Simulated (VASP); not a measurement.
Write the native input for VASP 6.6.1 that does the following.

```
Task                   : single point
Functional             : PBE
Potentials or basis    : VASP PAW PBE potentials, release 64 (Li_sv, F)
Cutoff                 : 520 eV
k mesh                 : 6 × 6 × 6
Occupations            : gaussian, width 0.01 eV
Spin                   : no spin polarisation
Dipole correction      : no
Further INCAR settings : ALGO = Normal; EDIFF = 1e-07; NBANDS = 12
```

The structure of LiF lies in POSCAR:

```
LiF
1.0
    0.0000000000      1.9951010462      1.9951010462
    1.9951010462      0.0000000000      1.9951010462
    1.9951010462      1.9951010462      0.0000000000
Li F
1 1
Direct
    0.0000000000      0.0000000000      0.0000000000
    0.5000000000      0.5000000000      0.5000000000
```

One way to write it, as run:

INCAR

```
PREC = Accurate
ENCUT = 520
EDIFF = 1E-7
ISMEAR = 0
SIGMA = 0.01
LREAL = False
LASPH = True
NELM = 60
ALGO = Normal
ISIF = 2
LWAVE = False
LCHARG = False
GGA = PE
NBANDS = 12
```

KPOINTS

```
regular mesh
0
Gamma
  6 6 6
```

Potentials or basis: VASP PAW PBE potentials, release 64 (Li_sv, F).

The run is started by

```bash
$ cat potpaw_PBE.64/Li_sv/POTCAR potpaw_PBE.64/F/POTCAR > POTCAR
$ mpirun -np 1 vasp_std > vasp.out
```

Results of the run:

```
Band gap on the k mesh : 9.35 eV, direct
```

Caveat: the k points lie up to 0.45 Å⁻¹ apart.

It took 4.3 s on 1 thread of Intel(R) Xeon(R) Platinum 8375C CPU @ 2.90GHz (Ice Lake) (shared host), peak memory 0.13 GiB.
